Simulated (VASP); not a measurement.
# BiTe in VASP: notebook

The runs below take BiTe through single point, with PBE.

Program: VASP 6.6.1. These are calculated values, not measurements. Logs are shortened: lines on timing, memory, paths and dates and some standing lists are left out, and cuts for length are marked.

### 1 The cell of the first run

Symmetry: P4/nmm, No. 129, tetragonal system. Conventional cell: a = 5.585 Å, b = 5.585 Å, c = 4.120 Å, α = 90.00°, β = 90.00°, γ = 90.00°. Bi (site symmetry 4mm) has 8 Te at 3.16 to 3.84 Å and 6 Bi at 4.12 Å within 4.2 Å. Within 4.2 Å of Te (site symmetry -4m2) lie 8 Bi at 3.16 to 3.84 Å and 6 Te at 3.95 to 4.12 Å.

### 2 Single point, PBE (32.13 Å³/atom)

The input, INCAR:

```
SYSTEM = BiTe
PREC     = Accurate       ! precision mode
ENCUT    = 520            ! plane-wave cutoff, eV
EDIFF    = 1E-7           ! SCF threshold, eV
ISMEAR   = 0              ! smearing method
SIGMA    = 0.05           ! smearing width, eV
LREAL    = .FALSE.        ! projectors in reciprocal space
LASPH    = .TRUE.         ! aspherical terms in the spheres
NELM     = 100            ! most SCF steps
ALGO     = Normal         ! electronic algorithm
ISIF     = 2              ! what is computed and relaxed
LWAVE    = .FALSE.        ! write WAVECAR
LCHARG   = .FALSE.        ! write CHGCAR
GGA      = PE             ! functional
NBANDS   = 29             ! bands
```

The input, KPOINTS:

```
regular mesh
0
G
  6 6 8
  0 0 0
```

The input, POSCAR:

```
BiTe
1.0
    5.5854443067      0.0000000000      0.0000000000
    0.0000000000      5.5854443067      0.0000000000
    0.0000000000      0.0000000000      4.1199616252
Bi Te
2 2
Direct
    0.5000000000      0.0000000000      0.3587302301
    0.0000000000      0.5000000000      0.6412697699
    0.0000000000      0.0000000000      0.0000000000
    0.5000000000      0.5000000000      0.0000000000
```

Potentials or basis: VASP PAW PBE potentials, release 64 (Bi_d, Te).

Command:

```console
> cat potpaw_PBE.64/Bi_d/POTCAR potpaw_PBE.64/Te/POTCAR > POTCAR
> mpirun -np 1 vasp_std > vasp.out
```

OUTCAR:

```text
SYSTEM = BiTe
   PREC = Accurate
   ENCUT = 520
   EDIFF = 1E-7
   ISMEAR = 0
   LREAL = .FALSE.
   LASPH = .TRUE.
   NELM = 100
   ISIF = 2
   GGA = PE

 ion  position               nearest neighbor table
   1  0.500  0.000  0.359-   3 3.16   4 3.16   4 3.16   3 3.16
   2  0.000  0.500  0.641-   3 3.16   4 3.16   3 3.16   4 3.16
   3  0.000  0.000  0.000-   1 3.16   2 3.16   2 3.16   1 3.16
   4  0.500  0.500  0.000-   1 3.16   2 3.16   1 3.16   2 3.16

  LATTYP: Found a simple tetragonal cell.
 ALAT       =     5.5854443067
 C/A-ratio  =     0.7376246900

  Lattice vectors:

 A1 = (   5.5854443067,   0.0000000000,   0.0000000000)
 A2 = (   0.0000000000,   5.5854443067,   0.0000000000)
 A3 = (   0.0000000000,   0.0000000000,   4.1199616252)

Analysis of symmetry for initial positions (statically):
=====================================================================
 Subroutine PRICEL returns:
 Original cell was already a primitive cell.

 Routine SETGRP: Setting up the symmetry group for a
 simple tetragonal supercell.

 Subroutine GETGRP returns: Found 16 space group operations
 (whereof  8 operations were pure point group operations)
 out of a pool of 16 trial point group operations.

The static configuration has the point symmetry D_2d.
 The point group associated with its full space group is D_4h.

Analysis of symmetry for dynamics (positions and initial velocities):
=====================================================================
 Subroutine PRICEL returns:
 Original cell was already a primitive cell.

 Routine SETGRP: Setting up the symmetry group for a
 simple tetragonal supercell.

 Subroutine GETGRP returns: Found 16 space group operations
 (whereof  8 operations were pure point group operations)
 out of a pool of 16 trial point group operations.

The dynamic configuration has the point symmetry D_2d.
 The point group associated with its full space group is D_4h.

 Subroutine INISYM returns: Found 16 space group operations
 (whereof  8 operations are pure point group operations),
 and found     1 'primitive' translations

----------------------------------------------------------------------------------------

                                     Primitive cell

  volume of cell :     128.5312

  direct lattice vectors                    reciprocal lattice vectors
     5.585444307  0.000000000  0.000000000     0.179036787  0.000000000  0.000000000
     0.000000000  5.585444307  0.000000000     0.000000000  0.179036787  0.000000000
     0.000000000  0.000000000  4.119961625     0.000000000  0.000000000  0.242720707

  length of vectors
     5.585444307  5.585444307  4.119961625     0.179036787  0.179036787  0.242720707

  position of ions in fractional coordinates (direct lattice)
     0.500000000  0.000000000  0.358730230
     0.000000000  0.500000000  0.641269770
     0.000000000  0.000000000  0.000000000
     0.500000000  0.500000000  0.000000000

  ion indices of the primitive-cell ions
   primitive index   ion index
                 1           1
                 2           2
                 3           3
                 4           4

----------------------------------------------------------------------------------------

 KPOINTS: regular mesh

Automatic generation of k-mesh.
 Grid dimensions read from file:
 generate k-points for:    6    6    8

 Generating k-lattice:

  Cartesian coordinates                     Fractional coordinates (reciprocal lattice)
     0.029839464  0.000000000  0.000000000     0.166666667  0.000000000  0.000000000
     0.000000000  0.029839464  0.000000000     0.000000000  0.166666667  0.000000000
     0.000000000  0.000000000  0.030340088     0.000000000  0.000000000  0.125000000

  Length of vectors
     0.029839464  0.029839464  0.030340088

  Shift w.r.t. Gamma in fractional coordinates (k-lattice)
     0.000000000  0.000000000  0.000000000

 Subroutine IBZKPT returns following result:
 ===========================================

 Found     50 irreducible k-points:

 Following reciprocal coordinates:
            Coordinates               Weight
  0.000000  0.000000  0.000000      1.000000
  0.166667  0.000000  0.000000      4.000000
  0.333333  0.000000  0.000000      4.000000
  0.500000  0.000000  0.000000      2.000000
  0.166667  0.166667  0.000000      4.000000
  0.333333  0.166667  0.000000      8.000000
[... 16 lines left out ...]
  0.333333  0.000000  0.250000      8.000000
  0.500000  0.000000  0.250000      4.000000
 [... further k-points ...]
   k-points           NKPTS =     50   k-points in BZ     NKDIM =     50   number of bands    NBANDS=     29
   number of dos      NEDOS =    301   number of ions     NIONS =      4
   total plane-waves  NPLWV =  56448
   dimension x,y,z NGX =    42 NGY =   42 NGZ =   32
   dimension x,y,z NGXF=    84 NGYF=   84 NGZF=   64
   ions per type =               2   2
   NGX,Y,Z   is equivalent  to a cutoff of  12.50, 12.50, 12.91 a.u.
   NGXF,Y,Z  is equivalent  to a cutoff of  25.00, 25.00, 25.82 a.u.
 SYSTEM =  BiTe
   PREC   = accura    normal or accurate (medium, high low for compatibility)
   ISTART =      0    job   : 0-new  1-cont  2-samecut
   ICHARG =      2    charge: 1-file 2-atom 10-const
   ISPIN  =      1    spin polarized calculation?
   LNONCOLLINEAR =      F non collinear calculations
   LSORBIT =      F    spin-orbit coupling
   LASPH  =      T    aspherical Exc in radial PAW
   ENCUT  =  520.0 eV  38.22 Ry    6.18 a.u.  10.39 10.39  7.66*2*pi/ulx,y,z
   NELM   =    100;   NELMIN=  2; NELMDL= -5     # of ELM steps
   EDIFF  = 0.1E-06   stopping-criterion for ELM
   LREAL  =      F    real-space projection
   EDIFFG = 0.1E-05   stopping-criterion for IOM
   NSW    =      0    number of steps for IOM
   IBRION =     -1    ionic relax: 0-MD 1-quasi-New 2-CG
   NFREE  =      0    steps in history (QN), initial steepest desc. (CG)
   ISIF   =      2    stress and relaxation
   ISYM   =      2    0-nonsym 1-usesym 2-fastsym
   POTIM  = 0.5000    time-step for ionic-motion
   TEBEG  =    0.0;   TEEND  =   0.0 temperature during run
   PSTRESS=    0.0 pullay stress
   NELECT =      42.0000    total number of electrons
   NUPDOWN=      -1.0000    fix difference up-down
   EMIN   =  10.00;   EMAX   =-10.00  energy-range for DOS
   EFERMI =   0.00;   METHOD = LEGACY
   ISMEAR =     0;   SIGMA  =   0.05  broadening in eV -4-tet -1-fermi 0-gaus
   EFERMI_NEDOS =   21; number of points for ismear=-14 and -15
   IALGO  =     38    algorithm
   IMIX   =      4    mixing-type and parameters
     AMIX     =   0.40;   BMIX     =  1.00
     AMIX_MAG =   1.60;   BMIX_MAG =  1.00
  volume/ion in A,a.u.               =      32.13       216.84
  Fermi-wavevector in a.u.,A,eV,Ry     =   1.127600  2.130855 17.299559  1.271482
  Thomas-Fermi vector in A             =   2.264287
   LORBIT       =      0    0 simple, 1 ext, 2 COOP (PROOUT), +10 PAW based schemes
   GGA     = PE    functional components
   LHFCALC =     F    Hartree Fock is set to
   AEXX    =    0.0000 exact exchange contribution
   IVDW    =     0    specifies the selected vdW correction
   LEPSILON=     F    determine dielectric tensor
   LRPA    =     F    only Hartree local field effects (RPA)
 non-spin polarized calculation
 Gauss-broadening in eV      SIGMA  =   0.05
  energy-cutoff  :      520.00
  volume of cell :      128.53
 maximum number of plane-waves:      3499
 NGX is ok and might be reduce to    42
   NGX = 21   NGY = 21   NGZ = 15

 number of electron      42.0000012 magnetization

 Free energy of the ion-electron system (eV)
  ---------------------------------------------------
  ext. energy  EPLUGINS =         0.00000000
  ---------------------------------------------------
  free energy    TOTEN  =       -13.94712422 eV

  energy without entropy =      -13.94349057  energy(sigma->0) =      -13.94530740

 E-fermi :   7.3870     XC(G=0):  -9.7596

 val. band max:        7.3863765350   @ k =   0.3333   0.1667   0.3750
 cond. band min:       7.4203112864   @ k =   0.5000   0.0000   0.0000
 fundamental gap:      0.0339347515
 Fermi energy:         7.3870140016

 k-point     1 :       0.0000    0.0000    0.0000
  band No.  band energies     occupation
      1     -16.1488      2.00000
      2     -16.1480      2.00000
      3     -16.1279      2.00000
      4     -16.1146      2.00000
      5     -16.1037      2.00000
      6     -16.1011      2.00000
[... 21 lines left out ...]
     28      12.0971      0.00000
     29      12.3089      0.00000

 k-point     2 :       0.1667    0.0000    0.0000
  band No.  band energies     occupation
      1     -16.1470      2.00000
      2     -16.1460      2.00000
      3     -16.1289      2.00000
      4     -16.1175      2.00000
      5     -16.1043      2.00000
      6     -16.1033      2.00000
[... 21 lines left out ...]
     28      11.9445      0.00000
     29      12.6107      0.00000

 k-point     3 :       0.3333    0.0000    0.0000
  band No.  band energies     occupation
      1     -16.1423      2.00000
      2     -16.1406      2.00000
      3     -16.1319      2.00000
      4     -16.1244      2.00000
      5     -16.1054      2.00000
      6     -16.1053      2.00000
[... 21 lines left out ...]
     28      12.2271      0.00000
     29      12.6935      0.00000

 k-point     4 :       0.5000    0.0000    0.0000
  band No.  band energies     occupation
      1     -16.1367      2.00000
      2     -16.1367      2.00000
      3     -16.1327      2.00000
      4     -16.1327      2.00000
      5     -16.1060      2.00000
      6     -16.1060      2.00000
[... 21 lines left out ...]
     28      12.6574      0.00000
     29      13.2325      0.00000

 k-point     5 :       0.1667    0.1667    0.0000
  band No.  band energies     occupation
      1     -16.1453      2.00000
      2     -16.1443      2.00000
      3     -16.1297      2.00000
      4     -16.1199      2.00000
      5     -16.1046      2.00000
      6     -16.1028      2.00000
[... 21 lines left out ...]
     28      11.8065      0.00000
     29      13.0079      0.00000
[... 510 lines left out ...]
     28      13.1189      0.00000
     29      14.9924      0.00000

 k-point    22 :       0.1667    0.0000    0.2500
  band No.  band energies     occupation
      1     -16.1451      2.00000
      2     -16.1443      2.00000
      3     -16.1302      2.00000
      4     -16.1184      2.00000
      5     -16.1055      2.00000
      6     -16.1044      2.00000
[... 21 lines left out ...]
     28      13.3084      0.00000
     29      14.6824      0.00000

 k-point    23 :       0.3333    0.0000    0.2500
  band No.  band energies     occupation
      1     -16.1406      2.00000
      2     -16.1404      2.00000
      3     -16.1325      2.00000
      4     -16.1254      2.00000
      5     -16.1062      2.00000
      6     -16.1050      2.00000
[... 21 lines left out ...]
     28      13.4575      0.00000
     29      13.7869      0.00000

 k-point    24 :       0.5000    0.0000    0.2500
  band No.  band energies     occupation
      1     -16.1362      2.00000
      2     -16.1362      2.00000
      3     -16.1333      2.00000
      4     -16.1333      2.00000
      5     -16.1061      2.00000
      6     -16.1061      2.00000
[... 21 lines left out ...]
     28      13.8128      0.00000
     29      14.4026      0.00000

 [... further k-points ...]
[... 5 lines left out ...]
  --------------------------------------------------------------------------------------
  -------------------------------------------------------------------------------------
  Total        0.4020652      0.4020652      0.3318801      0.0000000      0.0000000      0.0000000
  in kB        5.0118544      5.0118544      4.1369775      0.0000000      0.0000000      0.0000000
  external PRESSURE =       4.7202288 kB  Pullay stress =       0.0000000 kB

 VOLUME and BASIS-vectors are now :
 -----------------------------------------------------------------------------
  energy-cutoff  :      520.00
  volume of cell :      128.53
      direct lattice vectors                 reciprocal lattice vectors
     5.585444307  0.000000000  0.000000000     0.179036787  0.000000000  0.000000000
     0.000000000  5.585444307  0.000000000     0.000000000  0.179036787  0.000000000
     0.000000000  0.000000000  4.119961625     0.000000000  0.000000000  0.242720707

 POSITION                                       TOTAL-FORCE (eV/Angst)
 -----------------------------------------------------------------------------------
      2.79272      0.00000      1.47795        -0.000000     -0.000000     -0.003948
      0.00000      2.79272      2.64201         0.000000     -0.000000      0.003948
      0.00000      0.00000      0.00000        -0.000000      0.000000      0.000000
      2.79272      2.79272      0.00000        -0.000000     -0.000000      0.000000
 -----------------------------------------------------------------------------------
    total drift:                                0.000000      0.000000      0.000000

  FREE ENERGIE OF THE ION-ELECTRON SYSTEM (eV)
  ---------------------------------------------------
  free  energy   TOTEN  =       -13.9471242207 eV

  energy  without entropy=      -13.9434905732  energy(sigma->0) =      -13.94530740
```

Wall time 95 s (1 thread of Intel Xeon 6975P-C (Granite Rapids), shared host); peak memory 0.32 GiB.

What came out:

```yaml
Free_energy: -13.9471 eV
Pressure: 0.5 GPa
Largest_force: 0.004 eV/Å
Band_gap_on_the_k_mesh: zero (bands 21 and 22 overlap by 2.92 eV)
```

Forces in eV/Å, atoms in the order of the input:
```
Bi   0.000  0.000 -0.004
Bi   0.000  0.000  0.004
Te   0.000  0.000  0.000
Te   0.000  0.000  0.000
```

Caveat: spin-orbit coupling is left out, which moves the levels of the heavy elements.

### 3 Single point, PBE (atom 2 (Bi) moved 0.02 Å along z)

The input, INCAR:

```
SYSTEM = BiTe
PREC = Accurate
ENCUT = 520
EDIFF = 1E-7
ISMEAR = 0
SIGMA = 0.05
LREAL = .FALSE.
LASPH = .TRUE.
NELM = 80
ALGO = Normal
ISIF = 2
LWAVE = .FALSE.
LCHARG = .TRUE.
GGA = PE
LELF = .TRUE.
LVHAR = .TRUE.
NBANDS = 29
```

The input, KPOINTS:

```
Automatic mesh
0
G
  6 6 8
  0 0 0
```

The input, POSCAR:

```
BiTe
1.0
    5.6167168829      0.0000000000      0.0000000000
    0.0000000000      5.6167168829      0.0000000000
    0.0000000000      0.0000000000      4.1573585344
Bi Te
2 2
Direct
    0.5000000000      0.0000000000      0.3493954278
    0.0000000000      0.5000000000      0.6554153192
    0.0000000000      0.0000000000      0.0000000000
    0.5000000000      0.5000000000      0.0000000000
```

Potentials or basis: VASP PAW PBE potentials, release 64 (Bi_d, Te).

Command:

```console
> cat potpaw_PBE.64/Bi_d/POTCAR potpaw_PBE.64/Te/POTCAR > POTCAR
> mpirun -np 1 vasp_std > vasp.out
```

Wall time 1.8 min (1 thread of Intel Xeon 6975P-C (Granite Rapids), shared host); peak memory 0.32 GiB.

The run converged. Its results:

- Free energy: -13.9510 eV
- Pressure: 0.1 GPa
- Largest force: 0.040 eV/Å
- Band gap on the k mesh: zero (bands 21 and 22 overlap by 2.81 eV)

Forces on the atoms (eV/Å):
```
Bi   0.000  0.000  0.027
Bi   0.000  0.000 -0.040
Te   0.000  0.000  0.007
Te   0.000  0.000  0.007
```

Levels at points of the mesh, in eV from the Fermi level:
```tsv
k point	band 18	band 19	band 20	band 21	band 22	band 23	band 24	band 25
(0.00, 0.00, 0.00)	-2.87	-2.21	-0.81	-0.18	1.56	2.67	2.67	2.89
(0.50, 0.00, 0.00)	-2.35	-1.84	-1.83	0.04	0.08	1.70	1.73	2.85
(0.50, 0.50, 0.00)	-2.06	-1.06	-1.05	-0.96	-0.96	0.56	0.60	1.14
(0.00, 0.00, 0.50)	-3.06	-2.82	-2.82	-1.21	-1.15	-0.57	-0.57	1.60
(0.50, 0.00, 0.50)	-3.50	-3.25	-3.22	-0.27	-0.21	0.75	0.75	1.96
(0.50, 0.50, 0.50)	-5.04	-0.75	-0.74	1.14	1.14	1.98	1.99	2.17
```

Caveat: the cell differs from its parent crystal (atom 2 (Bi) moved 0.02 Å along z); spin-orbit coupling is left out, which moves the levels of the heavy elements.

### 4 Single point, PBE (33.44 Å³/atom)

This run uses another cell than the first one, of 33.44 Å³/atom.

The input, INCAR:

```
  PREC = Accurate
  ENCUT = 520
  EDIFF = 1E-6
  ISMEAR = 0
  SIGMA = 0.05
  LREAL = F
  LASPH = T
  NELM = 100
  ALGO = Normal
  ISIF = 2
  LWAVE = F
  LCHARG = F
  GGA = PE
  NBANDS = 29
```

The input, KPOINTS:

```
regular mesh
0
Gamma
  6 6 8
```

The input, POSCAR:

```
BiTe
1.0
    5.6420761097      0.0000000000      0.0000000000
    0.0000000000      5.6420761097      0.0000000000
    0.0000000000      0.0000000000      4.2024720895
Bi Te
2 2
Direct
    0.5000000000      0.0000000000      0.3410190190
    0.0000000000      0.5000000000      0.6589809810
    0.0000000000      0.0000000000      0.0000000000
    0.5000000000      0.5000000000      0.0000000000
```

Command:

```console
> cat potpaw_PBE.64/Bi_d/POTCAR potpaw_PBE.64/Te/POTCAR > POTCAR
> mpirun -np 1 vasp_std > vasp.out
```

Run time: 1.9 min. Hardware: 1 thread of Intel Xeon 6975P-C (Granite Rapids), shared host; peak memory 0.33 GiB.

The run converged. Its results:

| Property | Result |
| --- | --- |
| Free energy | -13.9473 eV |
| Pressure | -0.5 GPa |
| Band gap on the k mesh | zero (bands 21 and 22 overlap by 2.71 eV) |

Levels at points of the mesh, in eV from the Fermi level:
```tsv
k point	band 18	band 19	band 20	band 21	band 22	band 23	band 24	band 25
(0.00, 0.00, 0.00)	-2.83	-2.16	-0.84	-0.24	1.41	2.64	2.64	2.79
(0.50, 0.00, 0.00)	-2.36	-1.84	-1.84	0.06	0.06	1.68	1.68	2.81
(0.50, 0.50, 0.00)	-2.11	-1.05	-1.05	-0.94	-0.94	0.58	0.58	1.17
(0.00, 0.00, 0.50)	-2.98	-2.79	-2.79	-1.18	-1.11	-0.51	-0.51	1.67
(0.50, 0.00, 0.50)	-3.52	-3.14	-3.14	-0.14	-0.14	0.72	0.72	1.94
(0.50, 0.50, 0.50)	-4.93	-0.76	-0.76	1.09	1.09	1.93	1.93	2.13
```

Caveat: spin-orbit coupling is left out, which moves the levels of the heavy elements.

[end of part 1 of 2]

The gap in the log of VASP goes by the Fermi energy; the results here count the filled bands.